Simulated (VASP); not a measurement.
Wanted: the native input for a VASP 6.6.1 run.

```yaml
Task: single point
Functional: PBEsol
Potentials_or_basis: VASP PAW PBE potentials, release 64 (Sr_sv)
Cutoff: 520 eV
k_mesh: 9 × 9 × 6
Occupations: gaussian, width 0.05 eV
Spin: no spin polarisation
Dipole_correction: no
Further_INCAR_settings: ALGO = Normal; EDIFF = 1e-07; NBANDS = 17
```

The structure of Sr lies in POSCAR:

```
Sr
1.0
    4.3100000000      0.0000000000      0.0000000000
   -2.1550000000      3.7325694903      0.0000000000
    0.0000000000      0.0000000000      7.0500000000
Sr
2
Direct
    0.3333333333      0.6666666667      0.2500000000
    0.6666666667      0.3333333333      0.7500000000
```

This isn't the form of Sr at room conditions, which is fcc.

The input as run:

INCAR

```
SYSTEM = Sr
  PREC = Accurate
  ENCUT = 520
  EDIFF = 1E-7
  ISMEAR = 0
  SIGMA = 0.05
  LREAL = .False.
  LASPH = .True.
  NELM = 60
  ALGO = Normal
  ISIF = 2
  LWAVE = .False.
  LCHARG = .False.
  GGA = PS
  NBANDS = 17
```

KPOINTS

```
regular mesh
0
Gamma
  9 9 6
  0 0 0
```

Potentials or basis: VASP PAW PBE potentials, release 64 (Sr_sv).

The run is started by

```bash
$ cat potpaw_PBE.64/Sr_sv/POTCAR > POTCAR
$ mpirun -np 1 vasp_std > vasp.out
```

Results of the run:

```yaml
Pressure: -0.8 GPa
Band_gap_on_the_k_mesh: zero (bands 10 and 11 overlap by 0.24 eV)
```

Caveat: the PAW data sets were made with another functional, which shifts forces and pressure a little.

It took 28 s on 1 thread of Intel(R) Xeon(R) 6975P-C (Granite Rapids), on a shared host, peak memory 0.25 GiB.
